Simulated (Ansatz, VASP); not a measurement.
Two plane-wave programs on Be2C

File POSCAR:

```
Be2C
1.0
    0.0000000000      2.1163817293      2.1163817293
    2.1163817293      0.0000000000      2.1163817293
    2.1163817293      2.1163817293      0.0000000000
Be C
2 1
Direct
    0.7500000000      0.7500000000      0.7500000000
    0.2500000000      0.2500000000      0.2500000000
    0.0000000000      0.0000000000      0.0000000000
```

INCAR.step1

```
SYSTEM = Be2C
PREC     = Accurate       ! precision mode
ENCUT    = 660            ! plane-wave cutoff, eV
ISMEAR   = 0              ! smearing method
SIGMA    = 0.01           ! smearing width, eV
LREAL    = .False.        ! projectors in reciprocal space
LASPH    = .True.         ! aspherical terms in the spheres
NELM     = 120            ! most SCF steps
NBANDS   = 11             ! bands
GGA      = PE             ! functional
ALGO     = Normal         ! electronic algorithm
EDIFF    = 1E-5           ! SCF threshold, eV
LWAVE    = .True.         ! write WAVECAR
LCHARG   = .False.        ! write CHGCAR
GGA_COMPAT= .False.
```

The input INCAR.step2:

```
SYSTEM = Be2C
PREC     = Accurate       ! precision mode
ENCUT    = 660            ! plane-wave cutoff, eV
EDIFF    = 1E-6           ! SCF threshold, eV
ISMEAR   = 0              ! smearing method
SIGMA    = 0.01           ! smearing width, eV
LREAL    = .False.        ! projectors in reciprocal space
LASPH    = .True.         ! aspherical terms in the spheres
NELM     = 120            ! most SCF steps
ALGO     = Normal         ! electronic algorithm
ISIF     = 2              ! what is computed and relaxed
LWAVE    = .False.        ! write WAVECAR
LCHARG   = .True.         ! write CHGCAR
METAGGA  = R2SCAN         ! meta-GGA
LMIXTAU  = .True.       
LELF     = .True.         ! ELF
LVHAR    = .True.       
NBANDS   = 11             ! bands
ISTART   = 1            
GGA_COMPAT= .False.
```

Contents of KPOINTS:

```
Automatic mesh
0
Gamma
  8 8 8
  0 0 0
```

Input for Ansatz:

```yaml
crystal:
  lattice:
    - [0.0, 2.1163817293, 2.1163817293]
    - [2.1163817293, 0.0, 2.1163817293]
    - [2.1163817293, 2.1163817293, 0.0]
  atoms:
    - { symbol: Be, position: [0.75, 0.75, 0.75] }
    - { symbol: Be, position: [0.25, 0.25, 0.25] }
    - { symbol: C, position: [0.0, 0.0, 0.0] }
kpoints:
  mp_grid: { grid: [8, 8, 8] }
hamiltonian:
  xc: r2scan
scf:
  occupations: { method: fixed }
  n_extra_bands: 4
output:
  forces: true
  stress: true
  eigenvalues: true
```

Alike in both runs: task single point; functional r2SCAN; k mesh 8 × 8 × 8; no spin polarisation.

|  | VASP | Ansatz |
| --- | --- | --- |
| version | VASP 6.6.1 | Ansatz 0.2.0 |
| potentials or method | VASP PAW PBE potentials, release 64 (Be, C) | plane waves, PAW |
| plane-wave cutoff (eV) | 660 | 500 |
| occupations | gaussian, width 0.01 eV | fixed |
| valence electrons in the cell | 8 | 8 |

VASP gave:

* gap on the k mesh at the Fermi level (eV): 1.56
* pressure (GPa): 15.0

Question: What did Ansatz give for the same quantities?

Answer: gap on the k mesh at the Fermi level (eV): 1.56; pressure (GPa): 14.2.

VASP's potentials were made for PBE, not for r2SCAN.
